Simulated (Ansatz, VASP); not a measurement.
# Two plane-wave programs on CdS

```xyz
2
Lattice="0.0000 2.9367 2.9367 2.9367 0.0000 2.9367 2.9367 2.9367 0.0000" Properties=species:S:1:pos:R:3 pbc="T T T"
Cd    0.0000    0.0000    0.0000
S     4.4050    4.4050    4.4050
```

Alike in both runs: task single point; functional PBE; k mesh 10 × 10 × 10; occupations gaussian, width 0.05 eV; no spin polarisation.

|  | VASP | Ansatz |
| --- | --- | --- |
| version | VASP 6.6.1 | Ansatz 0.2.0 |
| potentials or method | VASP PAW PBE potentials, release 64 (Cd, S), cutoff 520 eV | scalar-relativistic, plane waves, PAW |
| valence electrons in the cell | 18 | 26 |

Ansatz gave:

```
gap on the k mesh at the Fermi level (eV) : 1.10
least direct gap on the mesh (eV)         : 1.10
pressure (GPa)                            : 1.5
```

Task: Which values does VASP return?

Result: gap on the k mesh at the Fermi level (eV): 1.10; least direct gap on the mesh (eV): 1.10; pressure (GPa): 1.9.

VASP's potentials hold 18 valence electrons a cell and Ansatz's 26, so a difference there can come from the potentials and not from the codes.
